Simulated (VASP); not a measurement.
# LiSi8O16 (a cell with a defect) in VASP: further runs, part 2 of 2

VASP 6.6.1. The steps go on from the part before.

## 3. Single point, PBE

Contents of INCAR:

```
SYSTEM = LiSi8O16
PREC     = Accurate       ! precision mode
ENCUT    = 520            ! plane-wave cutoff, eV
EDIFF    = 1E-7           ! SCF threshold, eV
ISMEAR   = -1             ! smearing method
SIGMA    = 0.01           ! smearing width, eV
LREAL    = Auto         
LASPH    = .TRUE.         ! aspherical terms in the spheres
NELM     = 100            ! most SCF steps
ALGO     = Normal         ! electronic algorithm
ISIF     = 2              ! what is computed and relaxed
LWAVE    = .FALSE.        ! write WAVECAR
LCHARG   = .TRUE.         ! write CHGCAR
GGA      = PE             ! functional
LELF     = .TRUE.         ! ELF
LVHAR    = .TRUE.       
NELECT   = 130.0        
NBANDS   = 84             ! bands
```

Contents of KPOINTS:

```
Automatic mesh
0
Gamma
  1 1 1
  0.25 0.25 0.25
```

Contents of POSCAR:

```
LiSi8O16
1.0
    0.0000000000      5.0813926900      7.0944098900
    5.0813926900      0.0000000000      7.0944098900
    5.0813926900      5.0813926900      0.0000000000
Si O Li
8 16 1
Direct
    0.2519367325      0.2515423525      0.4510610907
    0.7478585357      0.7520542358      0.9534232836
    0.0780959048      0.6703984848      0.1265596027
    0.5727811219      0.1727740521      0.6287239325
    0.4221146117      0.8343767862      0.3706534828
    0.9165175540      0.3351422933      0.8709784247
   -0.0045378830      0.0044690965      0.2928846197
    0.4936729077      0.5037404233      0.7932911982
    0.0841627536      0.2305066882      0.6625734724
    0.5828791413      0.7388519323      0.1644642017
    0.4807600878      0.3391441876      0.7611218893
    0.9902812251      0.8353382698      0.2614149905
    0.4032166732      0.2733237402      0.4963809920
    0.9050945062      0.7718711871      0.9945787898
    0.1864142861      0.9029751233      0.4015459804
    0.7107660994      0.3639721971      0.8740500113
    0.0070963135      0.1628553835      0.0770477443
    0.5095219777      0.6606649904      0.5766814190
    0.3917034754      0.0424391873      0.3599979248
    0.8815091991      0.5450465197      0.8579574273
    0.2898591141      0.6369407328      0.9624074176
    0.7961211005      0.1309182307      0.4762562563
    0.1175051908      0.4553771296      0.2833620761
    0.6190189267      0.9547627088      0.7812210142
   -0.0214721324      0.0871663913      0.6337420729
```

Potentials or basis: VASP PAW PBE potentials, release 64 (Si, O, Li_sv).

Started as:

```sh
cat potpaw_PBE.64/Si/POTCAR potpaw_PBE.64/O/POTCAR potpaw_PBE.64/Li_sv/POTCAR > POTCAR
mpirun -np 1 vasp_std > vasp.out
```

OUTCAR:

```text
SYSTEM = LiSi8O16
   PREC = Accurate
   ENCUT = 520
   EDIFF = 1E-7
   ISMEAR = -1
   LREAL = Auto
   LASPH = .TRUE.
   NELM = 100
   ISIF = 2
   GGA = PE
   NELECT = 130.0

 ion  position               nearest neighbor table
   1  0.252  0.252  0.451-  13 1.62  19 1.62  23 1.62   9 1.67   4 3.10   3 3.11   5 3.11
   2  0.748  0.752  0.953-  24 1.62  10 1.63  20 1.63  14 1.64   5 3.11   4 3.12   6 3.12   3 3.14

   3  0.078  0.670  0.127-  23 1.62  21 1.63  12 1.64  14 1.64   1 3.11   8 3.12   7 3.13   2 3.14

   4  0.573  0.173  0.629-  24 1.62  13 1.62  11 1.62  22 1.66   1 3.10   8 3.12   2 3.12
   5  0.422  0.834  0.371-  10 1.62  18 1.62  19 1.62  15 1.66   2 3.11   1 3.11   8 3.15
   6  0.917  0.335  0.871-  20 1.61  17 1.62  16 1.63   9 1.67   2 3.12   7 3.14
   7  0.995  0.004  0.293-  12 1.61  17 1.62  15 1.65  22 1.66  25 2.75   3 3.13   6 3.14
   8  0.494  0.504  0.793-  18 1.62  11 1.62  21 1.63  16 1.64   4 3.12   3 3.12   5 3.15
   9  0.084  0.231  0.663-   6 1.67   1 1.67  25 2.09
  10  0.583  0.739  0.164-   5 1.62   2 1.63
  11  0.481  0.339  0.761-   4 1.62   8 1.62
  12  0.990  0.835  0.261-   7 1.61   3 1.64
  13  0.403  0.273  0.496-   4 1.62   1 1.62
[... 231 lines left out ...]
      1     -43.8430      2.00000
      2     -19.3022      2.00000
      3     -18.8296      2.00000
      4     -18.6718      2.00000
      5     -18.6489      2.00000
      6     -18.3277      2.00000
[... 309 lines left out ...]
     76       9.2627      0.00000
     77       9.3928      0.00000
 [bands above 77 left out]

------------------------ aborting loop because EDIFF is reached ----------------------------------------

  FORCE on cell =-STRESS in cart. coord.  units (eV):
  Direction    XX          YY          ZZ          XY          YZ          ZX
  --------------------------------------------------------------------------------------
  -------------------------------------------------------------------------------------
  Total       -9.9028481     -7.4540648     -8.8194393     -0.0325437     -0.6488562      0.7075366
  in kB      -43.3070808    -32.5980753    -38.5691235     -0.1423200     -2.8375746      3.0941951
  external PRESSURE =     -38.1580932 kB  Pullay stress =       0.0000000 kB

 VOLUME and BASIS-vectors are now :
 -----------------------------------------------------------------------------
  energy-cutoff  :      520.00
  volume of cell :      366.36
      direct lattice vectors                 reciprocal lattice vectors
     0.000000000  5.081392690  7.094409890    -0.098398221  0.098398221  0.070478025
     5.081392690  0.000000000  7.094409890     0.098398221 -0.098398221  0.070478025
     5.081392690  5.081392690  0.000000000     0.098398221  0.098398221 -0.070478025

 POSITION                                       TOTAL-FORCE (eV/Angst)
 -----------------------------------------------------------------------------------
      3.57020      3.57221      3.57189        -0.001710     -0.006899      0.004742
      8.66620      8.64488     10.64100        -0.024732     -0.011259     -0.001543
      4.04966      1.03993      5.31013         0.033386     -0.024655      0.006550
      4.07273      6.10532      5.28927         0.018720     -0.029087      0.001244
      6.12323      4.02837      8.91406        -0.015859      0.020213     -0.002341
      6.12877      9.08297      8.87979        -0.018468      0.025066      0.000394
[... 17 lines left out ...]
      8.82122      7.11517     11.16505         0.000981      0.012604      0.008058
      3.66322      8.19258      7.56047         0.009862     -0.003194      0.004739
 -----------------------------------------------------------------------------------
    total drift:                               -0.007602     -0.012651     -0.002716

  FREE ENERGIE OF THE ION-ELECTRON SYSTEM (eV)
  ---------------------------------------------------
  free  energy   TOTEN  =      -196.1184876121 eV

  energy  without entropy=     -196.1184876121  energy(sigma->0) =     -196.11848761
```

OSZICAR:

```text
N       E                     dE             d eps       ncg     rms          rms(c)
DAV:   1     0.927177988124E+03    0.92718E+03   -0.65702E+04   672   0.142E+03
DAV:   2    -0.135796332347E+03   -0.10630E+04   -0.10316E+04   872   0.336E+02
DAV:   3    -0.218153878456E+03   -0.82358E+02   -0.82025E+02   832   0.101E+02
DAV:   4    -0.220385299456E+03   -0.22314E+01   -0.22221E+01   968   0.144E+01
DAV:   5    -0.220537499703E+03   -0.15220E+00   -0.15214E+00  1072   0.250E+00    0.401E+01
DAV:   6    -0.196037925985E+03    0.24500E+02   -0.10548E+02   752   0.334E+01    0.185E+01
DAV:   7    -0.196090328855E+03   -0.52403E-01   -0.29300E+00   912   0.524E+00    0.702E+00
DAV:   8    -0.196087004006E+03    0.33248E-02   -0.19784E-01   936   0.192E+00    0.267E+00
DAV:   9    -0.196113538780E+03   -0.26535E-01   -0.86208E-02   784   0.124E+00    0.523E-01
DAV:  10    -0.196117622963E+03   -0.40842E-02   -0.50680E-03   992   0.259E-01    0.187E-01
DAV:  11    -0.196118414819E+03   -0.79186E-03   -0.93862E-04   768   0.138E-01    0.311E-02
DAV:  12    -0.196118475810E+03   -0.60991E-04   -0.12629E-04   960   0.495E-02    0.277E-02
DAV:  13    -0.196118483493E+03   -0.76837E-05   -0.12954E-05   896   0.189E-02    0.188E-02
DAV:  14    -0.196118487192E+03   -0.36989E-05   -0.57907E-06   768   0.106E-02    0.445E-03
DAV:  15    -0.196118487549E+03   -0.35719E-06   -0.52902E-07   816   0.384E-03    0.114E-03
DAV:  16    -0.196118487612E+03   -0.62813E-07   -0.24603E-07   592   0.235E-03
   1 F= -.19611849E+03 E0= -.19611849E+03  d E =-.119721E-15
```

It took 6.4 min on 1 thread of Intel Xeon Platinum 8488C (Sapphire Rapids), shared host; peak memory 0.57 GiB.

What came out:

```
Free energy   : -196.1185 eV
Largest force : 0.042 eV/Å
```

Forces on the atoms (eV/Å):
```
Si  -0.002 -0.007  0.005
Si  -0.025 -0.011 -0.002
Si   0.033 -0.025  0.007
Si   0.019 -0.029  0.001
Si  -0.016  0.020 -0.002
Si  -0.018  0.025  0.000
Si   0.010  0.005  0.001
Si   0.008  0.009 -0.001
O   -0.013  0.000  0.009
O    0.005 -0.002  0.005
O   -0.004  0.004  0.020
O   -0.009  0.008  0.013
O   -0.002  0.006 -0.018
O   -0.004 -0.003 -0.014
O    0.006 -0.001  0.001
O    0.010 -0.010 -0.005
O    0.000 -0.001 -0.012
O    0.003 -0.001 -0.012
O   -0.003 -0.003 -0.002
O    0.011 -0.008  0.006
O   -0.016 -0.004 -0.007
O   -0.003  0.002 -0.009
O   -0.003  0.015  0.001
O    0.001  0.013  0.008
Li   0.010 -0.003  0.005
```

Caveat: the cell carries a net charge on a neutralising background, which shifts energy and pressure; the cell is charged against a uniform background, so pressure and absolute levels hang on convention; the cutoff is under 1.25 times the usual one of these potentials, so pressure, stress and relaxed cells hold a basis-set (Pulay) error.

## 4. Single point, PBE

Contents of INCAR:

```
SYSTEM = LiSi8O16
  PREC = Accurate
  ENCUT = 520
  EDIFF = 1E-7
  ISMEAR = -1
  SIGMA = 0.01
  LREAL = Auto
  LASPH = .TRUE.
  NELM = 60
  ALGO = Normal
  ISIF = 2
  LWAVE = .FALSE.
  LCHARG = .FALSE.
  GGA = PE
  NBANDS = 84
  NELECT = 130.0
```

KPOINTS is that of step 3.

Contents of POSCAR:

```
LiSi8O16
1.0
    0.0000000000      5.0813926900      7.0944098900
    5.0813926900      0.0000000000      7.0944098900
    5.0813926900      5.0813926900      0.0000000000
Si O Li
8 16 1
Direct
    0.2559785736      0.2496145703      0.4511732289
    0.7501885668      0.7515793272      0.9531322604
    0.0764360946      0.6720167129      0.1281967813
    0.5771389074      0.1715552169      0.6281562496
    0.4197130867      0.8315245973      0.3712370023
    0.9169140119      0.3337408188      0.8728114738
   -0.0036020333      0.0006967882      0.2942930092
    0.4871817863      0.5056960019      0.7976394032
    0.0737768636      0.2479141629      0.6540190825
    0.5814239443      0.7435007705      0.1614021332
    0.4818977878      0.3339676738      0.7683362302
    0.9835121870      0.8333256050      0.2703981854
    0.4053533879      0.2718094874      0.4985356205
    0.9039828034      0.7699431727      1.0002683714
    0.1931220399      0.8915205335      0.3927523811
    0.7090792161      0.3697938852      0.8680374307
    0.0099734087      0.1555986428      0.0741120037
    0.5205403354      0.6425169347      0.5681434837
    0.3911622142      0.0348939408      0.3726766065
    0.8842510773      0.5400716157      0.8664374726
    0.2874323862      0.6425076796      0.9638373715
    0.7918737746      0.1461826816      0.4654620366
    0.1274175532      0.4487040783      0.2759112437
    0.6312228006      0.9489197586      0.7720216316
   -0.1295076355      0.2765696204      0.5510523046
```

Started as:

```sh
cat potpaw_PBE.64/Si/POTCAR potpaw_PBE.64/O/POTCAR potpaw_PBE.64/Li_sv/POTCAR > POTCAR
mpirun -np 1 vasp_std > vasp.out
```

Wall time 8 min (1 thread of Intel Xeon Platinum 8488C (Sapphire Rapids), shared host); peak memory 0.57 GiB.

It converged, with:

* Free energy: -195.9984 eV
* Largest force: 0.032 eV/Å

Forces on the atoms (eV/Å):
```
Si  -0.008 -0.005  0.004
Si  -0.023 -0.010  0.002
Si   0.023 -0.020 -0.001
Si   0.017 -0.027 -0.001
Si  -0.016  0.023 -0.001
Si  -0.021  0.013 -0.003
Si   0.012  0.006  0.001
Si   0.000  0.020  0.004
O    0.002 -0.003  0.013
O    0.003 -0.005  0.009
O   -0.001  0.005  0.015
O   -0.007  0.005  0.014
O   -0.004  0.000 -0.012
O   -0.002 -0.003 -0.013
O    0.012  0.001  0.007
O    0.011 -0.001  0.007
O   -0.002 -0.005 -0.018
O    0.000 -0.011 -0.006
O    0.000  0.003 -0.006
O    0.010  0.002 -0.001
O   -0.011 -0.006 -0.015
O   -0.003 -0.005 -0.007
O    0.009  0.007  0.007
O    0.004  0.013  0.002
Li  -0.006  0.004  0.001
```

Levels at points of the mesh, in eV from the Fermi level:
| k point | band 63 | band 64 | band 65 | band 66 | band 67 | band 68 |
| --- | --- | --- | --- | --- | --- | --- |
| (0.25, 0.25, 0.25) | -0.67 | -0.62 | -0.43 | 5.47 | 7.53 | 7.70 |

Caveat: the cell carries a net charge on a neutralising background, which shifts energy and pressure; the cell is charged against a uniform background, so pressure and absolute levels hang on convention; the cutoff is under 1.25 times the usual one of these potentials, so pressure, stress and relaxed cells hold a basis-set (Pulay) error.
